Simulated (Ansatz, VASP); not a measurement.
# B3As5: VASP beside Ansatz

```
CELL_PARAMETERS angstrom
4.17343 0.00000 0.00000
0.00000 4.17343 0.00000
0.00000 0.00000 7.54811
ATOMIC_POSITIONS crystal
B 0.50000 0.00000 0.00000
B 0.00000 0.50000 0.00000
B 0.00000 0.00000 0.50000
As 0.50000 0.50000 0.16312
As 0.50000 0.50000 0.83688
As 0.00000 0.00000 0.82442
As 0.00000 0.00000 0.17558
As 0.50000 0.50000 0.50000
```

Alike in both runs: functional PBE; k mesh 3 × 3 × 3; occupations gaussian, width 0.2 eV; no spin polarisation.

Ansatz relaxed the structure, and its values are those at the end. VASP's run is a single point on that final structure, the one shown.

```csv
,VASP,Ansatz
version,VASP 6.6.1,Ansatz 0.2.0
potentials or method,"VASP PAW PBE potentials, release 64 (B, As), cutoff 500 eV","scalar-relativistic, plane waves, PAW"
valence electrons in the cell,34,84
```

VASP gave:

| Quantity | Value |
| --- | --- |
| gap on the k mesh at the Fermi level (eV) | none |
| pressure (GPa) | 0.2 |
| rms of the force components (eV/Å) | 0.021 |

Problem. Estimate Ansatz's values.

Solution. gap on the k mesh at the Fermi level (eV): none; pressure (GPa): 0.0; rms of the force components (eV/Å): 0.011.

A gap of «none» marks a metal or a gap that the smearing closes. VASP's potentials hold 34 valence electrons a cell and Ansatz's 84, so a difference there can come from the potentials and not from the codes.

The k mesh is coarse, so the values compare programs but aren't converged.
